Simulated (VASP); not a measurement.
Write the native input for VASP 6.6.1 that does the following.

- Task: relaxation of cell and atoms
- Functional: PBEsol
- Potentials or basis: VASP PAW PBE potentials, release 64 (B, P)
- Cutoff: 500 eV
- k mesh: 10 × 10 × 10
- Occupations: gaussian, width 0.01 eV
- Spin: no spin polarisation
- Target pressure: 6 GPa
- Dipole correction: no
- Further INCAR settings: ALGO = Normal; EDIFF = 1e-07; IBRION = 2; EDIFFG = -0.001; NSW = 80; ISIF = 3

The structure of BP lies in POSCAR:

```
BP
1.0
    0.0000000000      2.2600863884      2.2600863884
    2.2600863884      0.0000000000      2.2600863884
    2.2600863884      2.2600863884      0.0000000000
B P
1 1
Direct
    0.0000000000      0.0000000000      0.0000000000
    0.7500000000      0.7500000000      0.7500000000
```

The input as run:

INCAR

```
SYSTEM = BP
PREC = Accurate ; ENCUT = 500
EDIFF = 1E-7 ; ISMEAR = 0
SIGMA = 0.01 ; LREAL = .FALSE.
LASPH = .TRUE. ; NELM = 120
ALGO = Normal ; ISIF = 3
LWAVE = .FALSE. ; LCHARG = .FALSE.
GGA = PS ; IBRION = 2
NSW = 80 ; EDIFFG = -0.001
PSTRESS = 60.0 ; GGA_COMPAT = .FALSE.
NELMIN = 4
```

KPOINTS

```
regular mesh
0
G
  10 10 10
  0 0 0
```

Potentials or basis: VASP PAW PBE potentials, release 64 (B, P).

Launch:

```sh
$ cat potpaw_PBE.64/B/POTCAR potpaw_PBE.64/P/POTCAR > POTCAR
$ mpirun -np 1 vasp_std > vasp.out
```

Results of the run:

| Property | Result |
| --- | --- |
| Relaxed volume | 11.17 Å³/atom |
| Relaxed cell | a = 3.162 Å, b = 3.162 Å, c = 3.162 Å, α = 60.00°, β = 60.00°, γ = 60.00° |
| Space group after relaxing (to 0.05 Å) | F-43m (No. 216) |
| Energy change on relaxing (the enthalpy is what falls) | +6.9 meV/atom |
| Ionic steps | 6 |
| Pressure after relaxing | 6.0 GPa |
| Band gap on the k mesh | 1.07 eV, indirect (least direct gap 3.43 eV) |

Caveat: the cell is relaxed towards a set pressure, so the enthalpy falls and the energy may rise; the PAW data sets were made with another functional, which shifts forces and pressure a little.

Run time: 9.9 s on 1 thread of Intel(R) Xeon(R) 6975P-C (Granite Rapids) (shared host), peak memory 0.13 GiB.
